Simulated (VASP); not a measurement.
# ZnS (I-4m2) in VASP: notebook, part 2 of 2

VASP 6.6.1. Earlier steps stand in the parts before.

## (4) Single point, r2SCAN (epitaxial xy strain +4.0%)

POSCAR

```
ZnS
1.0
    0.0000000000      2.8018492648      2.5600519640
    2.8018492648      0.0000000000      2.5600519640
    2.8018492648      2.8018492648      0.0000000000
Zn S
1 1
Direct
    0.0000000000      0.0000000000      0.0000000000
    0.2500000000      0.2500000000      0.2500000000
```

INCAR.step1

```
ALGO = Normal
EDIFF = 1E-4
ENCUT = 520
GGA = PE
ISMEAR = 0
LASPH = T
LCHARG = F
LREAL = F
LWAVE = T
NBANDS = 16
NELM = 100
PREC = Accurate
SIGMA = 0.01
```

INCAR.step2

```
ALGO = Normal
EDIFF = 1E-6
ENCUT = 520
ISIF = 2
ISMEAR = 0
ISTART = 1
LASPH = T
LCHARG = F
LMIXTAU = T
LREAL = F
LWAVE = F
METAGGA = R2SCAN
NBANDS = 16
NELM = 100
PREC = Accurate
SIGMA = 0.01
```

KPOINTS

```
k-points
0
Gamma
  8 8 8
```

Potentials or basis: VASP PAW PBE potentials, release 64 (Zn, S).

The run is started by

```
> cat potpaw_PBE.64/Zn/POTCAR potpaw_PBE.64/S/POTCAR > POTCAR
> cp INCAR.step1 INCAR
> mpirun -np 1 vasp_std > vasp.out
> cp INCAR.step2 INCAR
> mpirun -np 1 vasp_std > vasp.out
```

OUTCAR:

```text
EDIFF = 1E-6
   ENCUT = 520
   ISIF = 2
   ISMEAR = 0
   ISTART = 1
   LASPH = T
   LREAL = F
   METAGGA = R2SCAN
   NELM = 100
   PREC = Accurate

 ion  position               nearest neighbor table
   1  0.000  0.000  0.000-   2 2.36   2 2.36   2 2.36   2 2.36
   2  0.250  0.250  0.250-   1 2.36   1 2.36   1 2.36   1 2.36

  LATTYP: Found a body centered tetragonal cell.
 ALAT       =     3.9624132300
 C/A-ratio  =     1.2921680882

  Lattice vectors:

 A1 = (   0.0000000000,  -2.8018492648,  -2.5600519640)
 A2 = (   0.0000000000,   2.8018492648,  -2.5600519640)
 A3 = (   2.8018492648,   0.0000000000,   2.5600519640)

Analysis of symmetry for initial positions (statically):
=====================================================================
 Subroutine PRICEL returns:
 Original cell was already a primitive cell.

 Routine SETGRP: Setting up the symmetry group for a
 body centered tetragonal supercell.

 Subroutine GETGRP returns: Found  8 space group operations
 (whereof  8 operations were pure point group operations)
 out of a pool of 16 trial point group operations.

The static configuration has the point symmetry D_2d.

Analysis of symmetry for dynamics (positions and initial velocities):
=====================================================================
 Subroutine PRICEL returns:
 Original cell was already a primitive cell.

 Routine SETGRP: Setting up the symmetry group for a
 body centered tetragonal supercell.

 Subroutine GETGRP returns: Found  8 space group operations
 (whereof  8 operations were pure point group operations)
 out of a pool of 16 trial point group operations.

The dynamic configuration has the point symmetry D_2d.

 Subroutine INISYM returns: Found  8 space group operations
 (whereof  8 operations are pure point group operations),
 and found     1 'primitive' translations

----------------------------------------------------------------------------------------
[... 112 lines left out ...]
     AMIX     =   0.40;   BMIX     =  1.00
     AMIX_MAG =   1.60;   BMIX_MAG =  1.00
  volume/ion in A,a.u.               =      20.10       135.62
  Fermi-wavevector in a.u.,A,eV,Ry     =   1.252496  2.366874 21.344077  1.568745
  Thomas-Fermi vector in A             =   2.386393
   LORBIT       =      0    0 simple, 1 ext, 2 COOP (PROOUT), +10 PAW based schemes
   METAGGA = R2SCAN    functional components
   LHFCALC =     F    Hartree Fock is set to
   AEXX    =    0.0000 exact exchange contribution
   IVDW    =     0    specifies the selected vdW correction
   LEPSILON=     F    determine dielectric tensor
   LRPA    =     F    only Hartree local field effects (RPA)
 non-spin polarized calculation
 Gauss-broadening in eV      SIGMA  =   0.01
  energy-cutoff  :      520.00
  volume of cell :       40.19
 maximum number of plane-waves:      1102
   NGX = 15   NGY = 15   NGZ = 15

 number of electron      18.0000002 magnetization

 Free energy of the ion-electron system (eV)
  ---------------------------------------------------
  ext. energy  EPLUGINS =         0.00000000
  ---------------------------------------------------
  free energy    TOTEN  =       -18.83253185 eV

  energy without entropy =      -18.83253185  energy(sigma->0) =      -18.83253185

 E-fermi :   1.8850     XC(G=0): -10.1951

 val. band max:        1.8251971464   @ k =   0.0000   0.0000   0.0000
 cond. band min:       4.2162775227   @ k =   0.0000   0.0000   0.0000
 fundamental gap:      2.3910803763
 Fermi energy:         1.8850128197

 k-point     1 :       0.0000    0.0000    0.0000
  band No.  band energies     occupation
      1     -11.8683      2.00000
      2      -4.7741      2.00000
      3      -4.7739      2.00000
      4      -4.7297      2.00000
      5      -4.2607      2.00000
      6      -4.2421      2.00000
[... 433 lines left out ...]
      3      -4.6257      2.00000
      4      -4.5371      2.00000
      5      -4.2619      2.00000
      6      -4.2157      2.00000
[... 8 lines left out ...]
     15      14.5593      0.00000
     16      15.6905      0.00000

 [... further k-points ...]

------------------------ aborting loop because EDIFF is reached ----------------------------------------

  FORCE on cell =-STRESS in cart. coord.  units (eV):
  Direction    XX          YY          ZZ          XY          YZ          ZX
  --------------------------------------------------------------------------------------
  -------------------------------------------------------------------------------------
  Total       -0.8258972     -0.8258972      0.0154353      0.0000000      0.0000000      0.0000000
  in kB      -32.9206414    -32.9206414      0.6152594      0.0000000      0.0000000      0.0000000
  external PRESSURE =     -21.7420078 kB  Pullay stress =       0.0000000 kB

 VOLUME and BASIS-vectors are now :
 -----------------------------------------------------------------------------
  energy-cutoff  :      520.00
  volume of cell :       40.19
      direct lattice vectors                 reciprocal lattice vectors
     0.000000000  2.801849265  2.560051964    -0.178453569  0.178453569  0.195308536
     2.801849265  0.000000000  2.560051964     0.178453569 -0.178453569  0.195308536
     2.801849265  2.801849265  0.000000000     0.178453569  0.178453569 -0.195308536

 POSITION                                       TOTAL-FORCE (eV/Angst)
 -----------------------------------------------------------------------------------
      0.00000      0.00000      0.00000        -0.000000     -0.000000     -0.000000
      1.40092      1.40092      1.28003         0.000000      0.000000      0.000000
 -----------------------------------------------------------------------------------
    total drift:                               -0.000397     -0.000397     -0.001142

  FREE ENERGIE OF THE ION-ELECTRON SYSTEM (eV)
  ---------------------------------------------------
  free  energy   TOTEN  =       -18.8325318460 eV

  energy  without entropy=      -18.8325318460  energy(sigma->0) =      -18.83253185
```

OUTCAR.step1:

```text
EDIFF = 1E-4
   ENCUT = 520
   GGA = PE
   ISMEAR = 0
   LASPH = T
[... 677 lines left out ...]
 -----------------------------------------------------------------------------------
      0.00000      0.00000      0.00000        -0.000000     -0.000000      0.000000
      1.40092      1.40092      1.28003         0.000000      0.000000     -0.000000
 -----------------------------------------------------------------------------------
    total drift:                               -0.000001     -0.000001     -0.000006

  FREE ENERGIE OF THE ION-ELECTRON SYSTEM (eV)
  ---------------------------------------------------
  free  energy   TOTEN  =        -6.8272736311 eV

  energy  without entropy=       -6.8272736311  energy(sigma->0) =       -6.82727363
```

OSZICAR.step1:

```text
N       E                     dE             d eps       ncg     rms          rms(c)
DAV:   1     0.880450731881E+02    0.88045E+02   -0.89364E+03  1888   0.133E+03
DAV:   2    -0.148324443813E+01   -0.89528E+02   -0.83370E+02  2152   0.257E+02
DAV:   3    -0.720027610688E+01   -0.57170E+01   -0.56923E+01  2416   0.636E+01
DAV:   4    -0.725876015205E+01   -0.58484E-01   -0.58467E-01  2272   0.661E+00
DAV:   5    -0.725945042272E+01   -0.69027E-03   -0.69025E-03  2496   0.700E-01    0.661E+00
DAV:   6    -0.684772467548E+01    0.41173E+00   -0.74322E-01  2864   0.297E+01    0.519E+00
DAV:   7    -0.682767652399E+01    0.20048E-01   -0.24421E-01  2200   0.441E+00    0.265E+00
DAV:   8    -0.682686198067E+01    0.81454E-03   -0.50284E-03  2576   0.821E-01    0.695E-01
DAV:   9    -0.682711461594E+01   -0.25264E-03   -0.12508E-03  2272   0.286E-01    0.103E-01
DAV:  10    -0.682728100874E+01   -0.16639E-03   -0.21956E-04  2336   0.128E-01    0.592E-02
DAV:  11    -0.682727363110E+01    0.73776E-05   -0.28625E-05  1184   0.723E-02
   1 F= -.68272736E+01 E0= -.68272736E+01  d E =-.211348E-42
```

Wall time 1.7 min (1 thread of AMD EPYC 7R13 (Zen 3), shared host); peak memory 0.16 GiB.

What came out:

```yaml
Free_energy: -18.8325 eV
Pressure: -2.2 GPa
Band_gap_on_the_k_mesh: 2.39 eV
```

Levels at points of the mesh, in eV from the valence-band top:
```csv
k point,band 6,band 7,band 8,band 9,band 10,band 11,band 12,band 13
"(0.00, 0.00, 0.00)",-6.07,-0.27,-0.27,0.00,2.39,6.80,6.81,6.81
"(0.50, 0.00, 0.00)",-5.89,-5.39,-1.25,-0.80,3.50,6.87,7.79,9.23
"(0.50, 0.50, 0.00)",-5.78,-4.33,-2.67,-2.67,3.34,3.71,12.10,12.38
"(0.50, 0.00, 0.50)",-5.92,-4.86,-2.28,-2.09,3.78,4.65,11.02,11.96
```

Caveat: the cell differs from its parent crystal (epitaxial xy strain +4.0%); the PAW data sets were made with another functional, which shifts forces and pressure a little.

## (5) Single point, HSE06 (epitaxial xy strain -4.0%)

POSCAR

```
ZnS
1.0
    0.0000000000      2.5863223983      2.8198221184
    2.5863223983      0.0000000000      2.8198221184
    2.5863223983      2.5863223983      0.0000000000
Zn S
1 1
Direct
    0.0000000000      0.0000000000      0.0000000000
    0.2500000000      0.2500000000      0.2500000000
```

INCAR.step1

```
SYSTEM = ZnS
ALGO = Normal ; EDIFF = 1E-5
ENCUT = 520 ; GGA = PE
ISIF = 2 ; ISMEAR = 0
LASPH = .True. ; LREAL = .False.
LWAVE = .True. ; NBANDS = 16
NELM = 100 ; PREC = Accurate
SIGMA = 0.01
```

INCAR.step2

```
SYSTEM = ZnS
ALGO = Normal ; EDIFF = 1E-7
ENCUT = 520 ; GGA = PE
HFSCREEN = 0.2079 ; ISIF = 2
ISMEAR = 0 ; ISTART = 1
LASPH = .True. ; LCHARG = .True.
LELF = .True. ; LHFCALC = .True.
LREAL = .False. ; LVHAR = .True.
LWAVE = .False. ; NBANDS = 16
NELM = 100 ; PREC = Accurate
PRECFOCK = Normal ; SIGMA = 0.01
```

KPOINTS

```
k-points
0
Gamma
  6 6 6
  0 0 0
```

The run is started by

```
> cat potpaw_PBE.64/Zn/POTCAR potpaw_PBE.64/S/POTCAR > POTCAR
> cp INCAR.step1 INCAR
> mpirun -np 1 vasp_std > vasp.out
> cp INCAR.step2 INCAR
> mpirun -np 1 vasp_std > vasp.out
```

Run time: 1.9 h. Hardware: 1 thread of Oxide Virtual Turin-like, shared host; peak memory 0.25 GiB.

Results (log left out):

* Free energy: -8.3148 eV
* Pressure: 4.6 GPa
* Band gap on the k mesh: 3.38 eV

Stress tensor (GPa, compression positive):
```
6.00 0.00 0.00
0.00 6.00 0.00
0.00 0.00 1.82
```

Levels at points of the mesh, in eV from the valence-band top:
| k point | band 5 | band 6 | band 7 | band 8 | band 9 | band 10 | band 11 | band 12 | band 13 | band 14 |
| --- | --- | --- | --- | --- | --- | --- | --- | --- | --- | --- |
| (0.00, 0.00, 0.00) | -7.66 | -7.63 | -0.39 | 0.00 | 0.00 | 3.38 | 7.56 | 7.61 | 7.61 | 12.12 |
| (0.50, 0.00, 0.00) | -7.61 | -7.39 | -6.02 | -1.39 | -0.81 | 4.37 | 7.81 | 8.50 | 10.30 | 13.65 |
| (0.50, 0.50, 0.00) | -7.58 | -7.46 | -5.72 | -2.28 | -2.28 | 4.52 | 5.71 | 12.07 | 14.03 | 14.03 |
| (0.50, 0.00, 0.50) | -7.57 | -7.29 | -5.11 | -2.89 | -2.68 | 4.01 | 4.86 | 13.04 | 13.13 | 13.75 |

Caveat: the cell differs from its parent crystal (epitaxial xy strain -4.0%); the cell stands under pressure; the PAW data sets were made with another functional, which shifts forces and pressure a little.

## (6) Summary

```tsv
level	cell	k mesh	grid for exact exchange (PRECFOCK)	share of exact exchange	screening parameter	gap on the mesh (eV)	pressure (GPa)
r2SCAN	a = 3.803, b = 3.803, c = 3.886 Å, angles 59.3, 59.3, 61.4°, 2 atoms	8 × 8 × 8	-	-	-	2.54	-1.2
r2SCAN	a = 3.799, b = 3.799, c = 3.924 Å, angles 58.9, 58.9, 62.2°, 2 atoms	8 × 8 × 8	-	-	-	2.46	-1.7
r2SCAN	a = 3.795, b = 3.795, c = 3.962 Å, angles 58.5, 58.5, 62.9°, 2 atoms	8 × 8 × 8	-	-	-	2.39	-2.2
HSE06	a = 3.826, b = 3.826, c = 3.658 Å, angles 61.4, 61.4, 57.1°, 2 atoms	6 × 6 × 6	Normal	0.25	0.2079 1/Å	3.38	4.6
```

Alike in all rows: task single point; potentials or basis VASP PAW PBE potentials, release 64 (Zn, S); no spin polarisation; cutoff (eV) 520; smearing gaussian 0.01 eV.

Caveats: the PAW data sets were made with another functional, which shifts forces and pressure a little; the cell stands under pressure (at least some runs).

Absolute energies hang on the potentials; compare differences alone.
